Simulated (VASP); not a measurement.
# TaN (P-62m) in VASP: notebook, part 2 of 2

VASP 6.6.1. The steps go on from the part before.

### 5 Relaxation of cell and atoms, LDA, target pressure 30 GPa, at which the enthalpy is minimised

Input file INCAR:

```
SYSTEM = TaN
ALGO = Normal
EDIFF = 1E-6
EDIFFG = -0.02
ENCUT = 600
GGA = CA
IBRION = 2
ISIF = 3
ISMEAR = -1
LASPH = .TRUE.
LCHARG = .FALSE.
LREAL = .FALSE.
LWAVE = .FALSE.
NELM = 80
NSW = 80
PREC = Accurate
PSTRESS = 300.0
SIGMA = 0.05
```

Input file KPOINTS:

```
k-points
0
G
  5 5 7
  0 0 0
```

Input file POSCAR:

```
TaN
1.0
    5.1960000000      0.0000000000      0.0000000000
   -2.5980000000      4.4998680000      0.0000000000
    0.0000000000      0.0000000000      2.9110000000
Ta N
3 3
Direct
    0.3333333333      0.6666666667      0.5000000000
    0.6666666667      0.3333333333      0.5000000000
    0.0000000000      0.0000000000      0.0000000000
    0.3928500000      0.0000000000      0.0000000000
    0.6071500004      0.6071500008      0.0000000000
   -0.0000000004      0.3928499992      0.0000000000
```

The run is started by

```console
$ cat potpaw_LDA.64/Ta_pv/POTCAR potpaw_LDA.64/N/POTCAR > POTCAR
$ mpirun -np 1 vasp_std > vasp.out
```

Run time: 7.6 min. Hardware: 1 thread of Intel Xeon Platinum 8488C (Sapphire Rapids), shared host; peak memory 0.2 GiB.

It converged, with:

| Property | Result |
| --- | --- |
| Free energy | -73.7501 eV |
| Relaxed volume | 10.27 Å³/atom |
| Relaxed cell | a = 5.022 Å, b = 5.022 Å, c = 2.821 Å, α = 90.00°, β = 90.00°, γ = 120.00° |
| Space group after relaxing (to 0.05 Å) | P-62m (No. 189) |
| Energy change on relaxing (the enthalpy is what falls) | +61.4 meV/atom |
| Ionic steps | 10 |
| Pressure after relaxing | 29.8 GPa |
| Largest force after relaxing | 0.008 eV/Å |
| Band gap on the k mesh | zero (band 24 reaches 11.08 eV, above the bottom of band 25 at 8.26 eV) |

Forces in eV/Å, atoms in the order of the input:
```
Ta   0.000  0.000  0.000
Ta   0.000  0.000  0.000
Ta   0.000  0.000  0.000
N   -0.008  0.000  0.000
N    0.004  0.007  0.000
N    0.004 -0.007  0.000
```

Stress tensor (GPa, compression positive):
```
29.70  0.00  0.00
 0.00 29.70  0.00
 0.00  0.00 30.14
```

Step by step:
```csv
step,energy change (eV),largest force (eV/Å),pressure (GPa),volume (Å³)
1,0.0000,0.0332,-8.41,68.06
2,15.4026,2.4544,320.16,44.63
3,0.2242,0.3551,23.75,62.53
4,0.3180,0.4020,28.04,61.95
5,0.3640,0.4230,29.92,61.70
6,0.3874,0.4333,30.86,61.57
7,0.3962,0.0213,31.08,61.46
8,0.3974,0.0028,31.10,61.45
9,0.3004,0.0254,26.93,61.99
10,0.3684,0.0079,29.85,61.60
```

Final structure:
```
Ta N
1.0
     5.02165    0.00000    0.00000
    -2.51083    4.34888    0.00000
     0.00000    0.00000    2.82092
Ta N
3 3
Direct
  0.33333 0.66667 0.50000
  0.66667 0.33333 0.50000
  0.00000 0.00000 0.00000
  0.39656 0.00000 0.00000
  0.60344 0.60344 0.00000
  0.00000 0.39656 0.00000
```

Levels at points of the mesh, in eV from the Fermi level:
| k point | band 22 | band 23 | band 24 | band 25 | band 26 | band 27 |
| --- | --- | --- | --- | --- | --- | --- |
| (0.00, 0.00, 0.00) | -3.48 | -2.06 | -1.08 | -1.08 | 0.51 | 0.51 |

Caveat: the cell is relaxed towards a set pressure, so the enthalpy falls and the energy may rise; spin-orbit coupling is left out, which moves the levels of the heavy elements. Zero-point motion and thermal expansion aren't in these numbers.

### 6 Relaxation of cell and atoms, LDA, target pressure 40 GPa, at which the enthalpy is minimised

Input file INCAR:

```
PREC     = Accurate       # precision mode
ENCUT    = 600            # plane-wave cutoff, eV
EDIFF    = 1E-6           # SCF threshold, eV
ISMEAR   = -1             # smearing method
SIGMA    = 0.05           # smearing width, eV
LREAL    = F              # projectors in reciprocal space
LASPH    = T              # aspherical terms in the spheres
NELM     = 80             # most SCF steps
ALGO     = Normal         # electronic algorithm
ISIF     = 3              # what is computed and relaxed
LWAVE    = F              # write WAVECAR
LCHARG   = F              # write CHGCAR
IBRION   = 2              # ionic algorithm
NSW      = 80             # ionic steps
EDIFFG   = -0.02          # ionic threshold
PSTRESS  = 400.0
```

Input file KPOINTS:

```
Automatic mesh
0
Gamma
  5 5 7
```

POSCAR is that of step 5.

Potentials or basis: VASP PAW LDA potentials, release 64 (Ta_pv, N).

The run is started by

```console
$ cat potpaw_LDA.64/Ta_pv/POTCAR potpaw_LDA.64/N/POTCAR > POTCAR
$ mpirun -np 1 vasp_std > vasp.out
```

OUTCAR:

```text
PREC = Accurate
   ENCUT = 600
   EDIFF = 1E-6
   ISMEAR = -1
   LREAL = F
   LASPH = T
   NELM = 80
   ISIF = 3
   IBRION = 2
   NSW = 80
   EDIFFG = -0.02
   PSTRESS = 400.0

 ion  position               nearest neighbor table
   1  0.333  0.667  0.500-   5 2.16   5 2.16   4 2.16   4 2.16   6 2.16   6 2.16   2 3.00   2 3.00
                             2 3.00   3 3.33   3 3.33   3 3.33   3 3.33   3 3.33   3 3.33
   2  0.667  0.333  0.500-   6 2.16   6 2.16   4 2.16   4 2.16   5 2.16   5 2.16   1 3.00   1 3.00
                             1 3.00   3 3.33   3 3.33   3 3.33   3 3.33   3 3.33   3 3.33
   3  0.000  0.000  0.000-   5 2.04   6 2.04   4 2.04   2 3.33   1 3.33   1 3.33   2 3.33   2 3.33
                             2 3.33   1 3.33   1 3.33   2 3.33   2 3.33   1 3.33   1 3.33
   4  0.393  0.000  0.000-   3 2.04   1 2.16   1 2.16   2 2.16   2 2.16
   5  0.607  0.607  0.000-   3 2.04   1 2.16   1 2.16   2 2.16   2 2.16
   6  1.000  0.393  0.000-   3 2.04   2 2.16   2 2.16   1 2.16   1 2.16

  LATTYP: Found a hexagonal cell.
 ALAT       =     5.1960000000
 C/A-ratio  =     0.5602386451

  Lattice vectors:

 A1 = (   5.1960000000,   0.0000000000,   0.0000000000)
 A2 = (  -2.5980000000,   4.4998680000,   0.0000000000)
 A3 = (   0.0000000000,   0.0000000000,   2.9110000000)

Analysis of symmetry for initial positions (statically):
=====================================================================
 Subroutine PRICEL returns:
 Original cell was already a primitive cell.

 Routine SETGRP: Setting up the symmetry group for a
 hexagonal supercell.

 Subroutine GETGRP returns: Found 12 space group operations
 (whereof 12 operations were pure point group operations)
 out of a pool of 24 trial point group operations.

[... 207 lines left out ...]

 number of electron      48.0000003 magnetization

 E-fermi :  15.3473     XC(G=0): -16.3367

 val. band max:       15.2285583156   @ k =   0.2000   0.0000   0.1429
 cond. band min:      15.6632867125   @ k =   0.4000  -0.0000   0.2857
 fundamental gap:      0.4347283969
 Fermi energy:        15.3472812821

 k-point     1 :       0.0000    0.0000    0.0000
  band No.  band energies     occupation
      1     -22.7106      2.00000
      2     -22.7106      2.00000
      3     -21.6151      2.00000
      4     -21.6151      2.00000
      5     -19.5887      2.00000
      6     -19.1910      2.00000
[... 688 lines left out ...]
  energy  without entropy=      -73.7670954080  energy(sigma->0) =      -73.76812434

  enthalpy is  TOTEN    =       -58.3468856192 eV   P V=       15.4222676502

[... ionic steps 4 to 9 ...]

--------------------------------------- Ionic step       10  -------------------------------------------

 number of electron      47.9999999 magnetization

------------------------ aborting loop because EDIFF is reached ----------------------------------------
[... 79 lines left out ...]
--------------------------------------- Ionic step       12  -------------------------------------------

 number of electron      47.9999999 magnetization

 Free energy of the ion-electron system (eV)
  ---------------------------------------------------
  ext. energy  EPLUGINS =         0.00000000
  ---------------------------------------------------
  free energy    TOTEN  =       -73.47463276 eV

  energy without entropy =      -73.47258876  energy(sigma->0) =      -73.47361076

 E-fermi :   9.5985     XC(G=0): -13.8926

 val. band max:        9.4792595065   @ k =   0.2000   0.0000   0.1429
 cond. band min:       9.9476562267   @ k =   0.4000  -0.0000   0.2857
 fundamental gap:      0.4683967203
 Fermi energy:         9.5984711196

 k-point     1 :       0.0000    0.0000    0.0000
  band No.  band energies     occupation
      1     -26.5355      2.00000
      2     -26.5355      2.00000
      3     -26.0550      2.00000
      4     -26.0550      2.00000
      5     -25.7333      2.00000
      6     -25.5467      2.00000
[... 646 lines left out ...]
  energy  without entropy=      -73.4725887638  energy(sigma->0) =      -73.47361076

  enthalpy is  TOTEN    =       -58.4105049163 eV   P V=       15.0641278411

 reached required accuracy - stopping structural energy minimisation
```

OSZICAR:

```text
N       E                     dE             d eps       ncg     rms          rms(c)
DAV:   1     0.483901026563E+03    0.48390E+03   -0.29287E+04  1120   0.200E+03
[... 104 lines left out ...]
DAV:   5    -0.734783224835E+02    0.28131E-06   -0.10057E-06   760   0.631E-03
  11 F= -.58410454E+02 E0= -.58409432E+02  d E =-.198931E-04
       N       E                     dE             d eps       ncg     rms          rms(c)
DAV:   1    -0.734747170654E+02    0.36057E-02   -0.57004E-03  1140   0.566E-01    0.753E-02
DAV:   2    -0.734746589075E+02    0.58158E-04   -0.15733E-04  1340   0.984E-02    0.401E-02
DAV:   3    -0.734746326266E+02    0.26281E-04   -0.69426E-05  1356   0.559E-02    0.121E-02
DAV:   4    -0.734746327574E+02   -0.13085E-06   -0.41296E-06  1080   0.143E-02
  12 F= -.58410505E+02 E0= -.58409483E+02  d E =-.703234E-04
```

CONTCAR:

```text
TaN
   1.00000000000000
     4.9831062615040889   -0.0000000000000000   -0.0000000000000000
    -2.4915531307520444    4.3154966148259772    0.0000000000000000
     0.0000000000000000    0.0000000000000000    2.8058448642462435
  Ta              N
     3     3
Direct
     0.3333333332999970    0.6666666667000030    0.5000000000000000
     0.6666666667000030    0.3333333332999970    0.5000000000000000
     0.0000000000000000    0.0000000000000000    0.0000000000000000
     0.3973565691537035    0.0000000000000000    0.0000000000000000
     0.6026434312463181    0.6026434316463400    0.0000000000000000
     0.9999999995999783    0.3973565683536603    0.0000000000000000

  0.00000000E+00  0.00000000E+00  0.00000000E+00
  0.00000000E+00  0.00000000E+00  0.00000000E+00
  0.00000000E+00  0.00000000E+00  0.00000000E+00
  0.00000000E+00  0.00000000E+00  0.00000000E+00
  0.00000000E+00  0.00000000E+00  0.00000000E+00
  0.00000000E+00  0.00000000E+00  0.00000000E+00
```

Wall time 8.6 min (1 thread of Intel Xeon Platinum 8488C (Sapphire Rapids), shared host); peak memory 0.2 GiB.

Results:

```yaml
Free_energy: -73.4746 eV
Relaxed_volume: 10.06 Å³/atom
Relaxed_cell: a = 4.983 Å, b = 4.983 Å, c = 2.806 Å, α = 90.00°, β = 90.00°, γ = 120.00°
Space_group_after_relaxing_to_0.05_Å: P-62m (No. 189)
Energy_change_on_relaxing_the_enthalpy_is_what_falls: +107.3 meV/atom
Ionic_steps: 12
Pressure_after_relaxing: 40.0 GPa
Band_gap_on_the_k_mesh: zero (band 24 reaches 11.33 eV, above the bottom of band 25 at 8.49 eV)
```

Step by step:
```csv
step,energy change (eV),largest force (eV/Å),pressure (GPa),volume (Å³)
1,0.0000,0.0332,-8.41,68.06
2,28.6039,3.4203,532.94,39.57
3,0.3494,0.4155,29.35,61.77
4,0.5180,0.4850,35.90,60.94
5,0.6350,0.5276,40.03,60.45
6,0.5990,0.5148,38.83,60.60
7,0.6113,0.0139,38.96,60.47
8,0.6142,0.0335,39.00,60.46
9,0.7367,0.0463,43.07,59.98
10,0.6483,0.0098,40.15,60.32
11,0.6402,0.0109,39.85,60.35
12,0.6439,0.0014,39.99,60.34
```

Final structure:
```cif
data_structure
_symmetry_space_group_name_H-M 'P 1'
_symmetry_Int_Tables_number 1
_cell_length_a 4.9831
_cell_length_b 4.9831
_cell_length_c 2.8058
_cell_angle_alpha 90.000
_cell_angle_beta 90.000
_cell_angle_gamma 120.000
_cell_volume 60.34
loop_
_atom_site_label
_atom_site_type_symbol
_atom_site_fract_x
_atom_site_fract_y
_atom_site_fract_z
_atom_site_occupancy
Ta1 Ta 0.33333 0.66667 0.50000 1
Ta2 Ta 0.66667 0.33333 0.50000 1
Ta3 Ta 0.00000 0.00000 0.00000 1
N1 N 0.39736 0.00000 0.00000 1
N2 N 0.60264 0.60264 0.00000 1
N3 N 0.00000 0.39736 0.00000 1
```

Levels at points of the mesh, in eV from the Fermi level:
| k point | band 20 | band 21 | band 22 | band 23 | band 24 | band 25 | band 26 | band 27 | band 28 |
| --- | --- | --- | --- | --- | --- | --- | --- | --- | --- |
| (0.00, 0.00, 0.00) | -5.43 | -4.66 | -3.53 | -2.07 | -1.11 | -1.11 | 0.49 | 0.49 | 2.29 |

Caveat: the cell is relaxed towards a set pressure, so the enthalpy falls and the energy may rise; spin-orbit coupling is left out, which moves the levels of the heavy elements.

### 7 The runs side by side

| cell | gap on the mesh (eV) | pressure (GPa) | largest force (eV/Å) |
| --- | --- | --- | --- |
| relaxed | none | -0.1 | - |
| relaxed to 10 GPa | none | 9.9 | - |
| relaxed to 20 GPa | none | 19.9 | 0.01 |
| relaxed to 30 GPa | none | 29.8 | 0.01 |
| relaxed to 40 GPa | none | 40.0 | - |

Alike in all rows: task relaxation of cell and atoms; level LDA; potentials or basis VASP PAW LDA potentials, release 64 (Ta_pv, N); no spin polarisation; k mesh 5 × 5 × 7; cutoff (eV) 600; smearing fermi-dirac 0.05 eV.

Caveats: spin-orbit coupling is left out, which moves the levels of the heavy elements; the cell is relaxed towards a set pressure, so the enthalpy falls and the energy may rise (some runs).

Total energies depend on the potentials used, so only differences within one code and one set of settings carry meaning.
